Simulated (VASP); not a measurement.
# BN (P6_3/mmc) in VASP: single point with LDA

Aim: the single point of BN with LDA.

Program: VASP 6.6.1. These are calculated values, not measurements. Logs are shortened: lines on timing, memory, paths and dates and some standing lists are left out, and cuts for length are marked.

**1. The cell of the first run**

Symmetry: P6_3/mmc, No. 194, hexagonal system. The conventional cell has a = 2.498 Å, b = 2.498 Å, c = 6.636 Å, α = 90.00°, β = 90.00°, γ = 120.00°. Within 1.9 Å of B (site symmetry -6m2) lie 3 N at 1.44 Å. N (site symmetry -6m2) has 3 B at 1.44 Å within 1.9 Å.

**2. Single point, LDA**

Contents of INCAR:

```
ALGO = Normal ; EDIFF = 1E-6
ENCUT = 520 ; GGA = CA
ISIF = 2 ; ISMEAR = 0
LASPH = T ; LCHARG = T
LELF = T ; LREAL = F
LVHAR = T ; LWAVE = F
NBANDS = 16 ; NELM = 100
PREC = Accurate ; SIGMA = 0.01
```

Contents of KPOINTS:

```
k-points
0
Gamma
  8 8 3
```

Contents of POSCAR:

```
BN
1.0
    2.4982400000      0.0000000000      0.0000000000
   -1.2491200000      2.1635390000      0.0000000000
    0.0000000000      0.0000000000      6.6357000000
B N
2 2
Direct
    0.3333330000      0.6666670000      0.2500000000
    0.6666670000      0.3333330000      0.7500000000
    0.3333330000      0.6666670000      0.7500000000
    0.6666670000      0.3333330000      0.2500000000
```

Potentials or basis: VASP PAW LDA potentials, release 64 (B, N).

Run with:

```
$ cat potpaw_LDA.64/B/POTCAR potpaw_LDA.64/N/POTCAR > POTCAR
$ mpirun -np 1 vasp_std > vasp.out
```

OUTCAR:

```text
EDIFF = 1E-6
   ENCUT = 520
   GGA = CA
   ISIF = 2
   ISMEAR = 0
   LASPH = T
   LREAL = F
   NELM = 100
   PREC = Accurate

 ion  position               nearest neighbor table
   1  0.333  0.667  0.250-   4 1.44   4 1.44   4 1.44
   2  0.667  0.333  0.750-   3 1.44   3 1.44   3 1.44
   3  0.333  0.667  0.750-   2 1.44   2 1.44   2 1.44
   4  0.667  0.333  0.250-   1 1.44   1 1.44   1 1.44

  LATTYP: Found a hexagonal cell.
 ALAT       =     2.4982400000
 C/A-ratio  =     2.6561499296

  Lattice vectors:

 A1 = (   2.4982400000,   0.0000000000,   0.0000000000)
 A2 = (  -1.2491200000,   2.1635390000,   0.0000000000)
 A3 = (   0.0000000000,   0.0000000000,   6.6357000000)

Analysis of symmetry for initial positions (statically):
=====================================================================
 Subroutine PRICEL returns:
 Original cell was already a primitive cell.

 Routine SETGRP: Setting up the symmetry group for a
 hexagonal supercell.

 Subroutine GETGRP returns: Found 24 space group operations
 (whereof 12 operations were pure point group operations)
 out of a pool of 24 trial point group operations.

The static configuration has the point symmetry D_3d.
 The point group associated with its full space group is D_6h.

Analysis of symmetry for dynamics (positions and initial velocities):
=====================================================================
 Subroutine PRICEL returns:
 Original cell was already a primitive cell.

 Routine SETGRP: Setting up the symmetry group for a
 hexagonal supercell.

 Subroutine GETGRP returns: Found 24 space group operations
 (whereof 12 operations were pure point group operations)
 out of a pool of 24 trial point group operations.

The dynamic configuration has the point symmetry D_3d.
 The point group associated with its full space group is D_6h.

 Subroutine INISYM returns: Found 24 space group operations
 (whereof 12 operations are pure point group operations),
 and found     1 'primitive' translations

----------------------------------------------------------------------------------------

                                     Primitive cell

  volume of cell :      35.8662

  direct lattice vectors                    reciprocal lattice vectors
     2.498240000  0.000000000  0.000000000     0.400281798  0.231102837  0.000000000
    -1.249120000  2.163539000  0.000000000     0.000000000  0.462205673  0.000000000
     0.000000000  0.000000000  6.635700000     0.000000000  0.000000000  0.150700002

  length of vectors
     2.498240000  2.498239736  6.635700000     0.462205624  0.462205673  0.150700002

  position of ions in fractional coordinates (direct lattice)
     0.333333000  0.666667000  0.250000000
     0.666667000  0.333333000  0.750000000
     0.333333000  0.666667000  0.750000000
     0.666667000  0.333333000  0.250000000

  ion indices of the primitive-cell ions
   primitive index   ion index
                 1           1
                 2           2
                 3           3
                 4           4

----------------------------------------------------------------------------------------

 KPOINTS: k-points

Automatic generation of k-mesh.
 Grid dimensions read from file:
 generate k-points for:    8    8    3

 Generating k-lattice:

  Cartesian coordinates                     Fractional coordinates (reciprocal lattice)
     0.050035225  0.028887855  0.000000000     0.125000000  0.000000000  0.000000000
     0.000000000  0.057775709  0.000000000     0.000000000  0.125000000  0.000000000
     0.000000000  0.000000000  0.050233334     0.000000000  0.000000000  0.333333333

  Length of vectors
     0.057775703  0.057775709  0.050233334

  Shift w.r.t. Gamma in fractional coordinates (k-lattice)
     0.000000000  0.000000000  0.000000000

 Subroutine IBZKPT returns following result:
 ===========================================

 Found     20 irreducible k-points:

 Following reciprocal coordinates:
            Coordinates               Weight
  0.000000  0.000000  0.000000      1.000000
  0.125000  0.000000  0.000000      6.000000
  0.250000  0.000000  0.000000      6.000000
  0.375000  0.000000  0.000000      6.000000
  0.500000  0.000000  0.000000      3.000000
  0.125000  0.125000  0.000000      6.000000
[... 12 lines left out ...]
  0.250000  0.250000  0.333333     12.000000
  0.375000  0.250000  0.333333     12.000000
   k-points           NKPTS =     20   k-points in BZ     NKDIM =     20   number of bands    NBANDS=     16
   number of dos      NEDOS =    301   number of ions     NIONS =      4
   total plane-waves  NPLWV =  20000
   dimension x,y,z NGX =    20 NGY =   20 NGZ =   50
   dimension x,y,z NGXF=    40 NGYF=   40 NGZF=  100
   ions per type =               2   2
   NGX,Y,Z   is equivalent  to a cutoff of  13.31, 13.31, 12.53 a.u.
   NGXF,Y,Z  is equivalent  to a cutoff of  26.62, 26.62, 25.05 a.u.
 SYSTEM =  unknown system
   PREC   = accura    normal or accurate (medium, high low for compatibility)
   ISTART =      0    job   : 0-new  1-cont  2-samecut
   ICHARG =      2    charge: 1-file 2-atom 10-const
   ISPIN  =      1    spin polarized calculation?
   LNONCOLLINEAR =      F non collinear calculations
   LSORBIT =      F    spin-orbit coupling
   LASPH  =      T    aspherical Exc in radial PAW
   ENCUT  =  520.0 eV  38.22 Ry    6.18 a.u.   4.65  4.65 12.34*2*pi/ulx,y,z
   NELM   =    100;   NELMIN=  2; NELMDL= -5     # of ELM steps
   EDIFF  = 0.1E-05   stopping-criterion for ELM
   LREAL  =      F    real-space projection
   EDIFFG = 0.1E-04   stopping-criterion for IOM
   NSW    =      0    number of steps for IOM
   IBRION =     -1    ionic relax: 0-MD 1-quasi-New 2-CG
   NFREE  =      0    steps in history (QN), initial steepest desc. (CG)
   ISIF   =      2    stress and relaxation
   ISYM   =      2    0-nonsym 1-usesym 2-fastsym
   POTIM  = 0.5000    time-step for ionic-motion
   TEBEG  =    0.0;   TEEND  =   0.0 temperature during run
   PSTRESS=    0.0 pullay stress
   NELECT =      16.0000    total number of electrons
   NUPDOWN=      -1.0000    fix difference up-down
   EMIN   =  10.00;   EMAX   =-10.00  energy-range for DOS
   EFERMI =   0.00;   METHOD = LEGACY
   ISMEAR =     0;   SIGMA  =   0.01  broadening in eV -4-tet -1-fermi 0-gaus
   EFERMI_NEDOS =   21; number of points for ismear=-14 and -15
   IALGO  =     38    algorithm
   IMIX   =      4    mixing-type and parameters
     AMIX     =   0.40;   BMIX     =  1.00
     AMIX_MAG =   1.60;   BMIX_MAG =  1.00
  volume/ion in A,a.u.               =       8.97        60.51
  Fermi-wavevector in a.u.,A,eV,Ry     =   1.250891  2.363842 21.289435  1.564729
  Thomas-Fermi vector in A             =   2.384864
   LORBIT       =      0    0 simple, 1 ext, 2 COOP (PROOUT), +10 PAW based schemes
   GGA     = CA    functional components
   LHFCALC =     F    Hartree Fock is set to
   AEXX    =    0.0000 exact exchange contribution
   IVDW    =     0    specifies the selected vdW correction
   LEPSILON=     F    determine dielectric tensor
   LRPA    =     F    only Hartree local field effects (RPA)
 non-spin polarized calculation
 Gauss-broadening in eV      SIGMA  =   0.01
  energy-cutoff  :      520.00
  volume of cell :       35.87
 maximum number of plane-waves:       985
 NGX is ok and might be reduce to    20
   NGX =  9   NGY =  9   NGZ = 25

 number of electron      16.0000003 magnetization

 Free energy of the ion-electron system (eV)
  ---------------------------------------------------
  ext. energy  EPLUGINS =         0.00000000
  ---------------------------------------------------
  free energy    TOTEN  =       -38.57695168 eV

  energy without entropy =      -38.57695168  energy(sigma->0) =      -38.57695168

 E-fermi :   2.2495     XC(G=0): -10.5395

 val. band max:        2.1975136395   @ k =   0.3750   0.2500   0.0000
 cond. band min:       6.2670301220   @ k =   0.5000   0.0000   0.0000
 fundamental gap:      4.0695164825
 Fermi energy:         2.2494550886

 k-point     1 :       0.0000    0.0000    0.0000
  band No.  band energies     occupation
      1     -15.4487      2.00000
      2     -15.1324      2.00000
      3      -4.1863      2.00000
      4      -1.9670      2.00000
      5       0.8483      2.00000
      6       0.8484      2.00000
[... 8 lines left out ...]
     15      14.6287      0.00000
     16      15.1169      0.00000

 k-point     2 :       0.1250    0.0000    0.0000
  band No.  band energies     occupation
      1     -15.1423      2.00000
      2     -14.8373      2.00000
      3      -3.7625      2.00000
      4      -1.5883      2.00000
      5      -0.3238      2.00000
      6      -0.2897      2.00000
[... 8 lines left out ...]
     15      15.0870      0.00000
     16      15.5526      0.00000

 k-point     3 :       0.2500    0.0000    0.0000
  band No.  band energies     occupation
      1     -14.2634      2.00000
      2     -13.9940      2.00000
      3      -2.8904      2.00000
      4      -2.8272      2.00000
      5      -2.5289      2.00000
      6      -0.7947      2.00000
[... 8 lines left out ...]
     15      17.2826      0.00000
     16      18.1526      0.00000

 k-point     4 :       0.3750    0.0000    0.0000
  band No.  band energies     occupation
      1     -13.0092      2.00000
      2     -12.8139      2.00000
      3      -5.4718      2.00000
      4      -5.3824      2.00000
      5      -1.6677      2.00000
      6      -1.6034      2.00000
[... 8 lines left out ...]
     15      17.4246      0.00000
     16      21.1555      0.00000
[... 248 lines left out ...]
 k-point    18 :       0.3750    0.1250    0.3333
  band No.  band energies     occupation
      1     -12.2521      2.00000
      2     -12.1910      2.00000
      3      -6.2050      2.00000
      4      -6.1647      2.00000
      5      -2.6982      2.00000
      6      -2.6613      2.00000
[... 8 lines left out ...]
     15      17.5675      0.00000
     16      19.5765      0.00000

 k-point    19 :       0.2500    0.2500    0.3333
  band No.  band energies     occupation
      1     -12.3215      2.00000
      2     -12.2453      2.00000
      3      -5.4154      2.00000
      4      -5.3949      2.00000
      5      -3.6769      2.00000
      6      -3.6536      2.00000
[... 8 lines left out ...]
     15      17.2386      0.00000
     16      18.0474      0.00000

 k-point    20 :       0.3750    0.2500    0.3333
  band No.  band energies     occupation
      1     -11.6849      2.00000
      2     -11.6629      2.00000
      3      -6.0708      2.00000
      4      -6.0140      2.00000
      5      -4.3453      2.00000
      6      -4.3149      2.00000
[... 8 lines left out ...]
     15      18.3356      0.00000
     16      18.8429      0.00000

------------------------ aborting loop because EDIFF is reached ----------------------------------------

  FORCE on cell =-STRESS in cart. coord.  units (eV):
  Direction    XX          YY          ZZ          XY          YZ          ZX
  --------------------------------------------------------------------------------------
  -------------------------------------------------------------------------------------
  Total       -0.7584620     -0.7584618     -0.1650999      0.0000000      0.0000000      0.0000000
  in kB      -33.8811997    -33.8811902     -7.3751668      0.0000000      0.0000000      0.0000000
  external PRESSURE =     -25.0458522 kB  Pullay stress =       0.0000000 kB

 VOLUME and BASIS-vectors are now :
 -----------------------------------------------------------------------------
  energy-cutoff  :      520.00
  volume of cell :       35.87
      direct lattice vectors                 reciprocal lattice vectors
     2.498240000  0.000000000  0.000000000     0.400281798  0.231102837  0.000000000
    -1.249120000  2.163539000  0.000000000     0.000000000  0.462205673  0.000000000
     0.000000000  0.000000000  6.635700000     0.000000000  0.000000000  0.150700002

 POSITION                                       TOTAL-FORCE (eV/Angst)
 -----------------------------------------------------------------------------------
     -0.00000      1.44236      1.65892        -0.000000     -0.000000      0.000000
      1.24912      0.72118      4.97677         0.000000      0.000000      0.000000
     -0.00000      1.44236      4.97677         0.000000     -0.000000      0.000000
      1.24912      0.72118      1.65892        -0.000000      0.000000      0.000000
 -----------------------------------------------------------------------------------
    total drift:                               -0.000216      0.000125      0.000003

  FREE ENERGIE OF THE ION-ELECTRON SYSTEM (eV)
  ---------------------------------------------------
  free  energy   TOTEN  =       -38.5769516774 eV

  energy  without entropy=      -38.5769516774  energy(sigma->0) =      -38.57695168
```

Wall time 16 s (1 thread of Intel Xeon Platinum 8488C (Sapphire Rapids), shared host); peak memory 0.13 GiB.

What came out:

```
Free energy            : -38.5770 eV
Pressure               : -2.5 GPa
Band gap on the k mesh : 4.07 eV, indirect (least direct gap 4.52 eV)
```

Stress tensor (GPa, compression positive):
```
-3.39  0.00  0.00
 0.00 -3.39  0.00
 0.00  0.00 -0.74
```
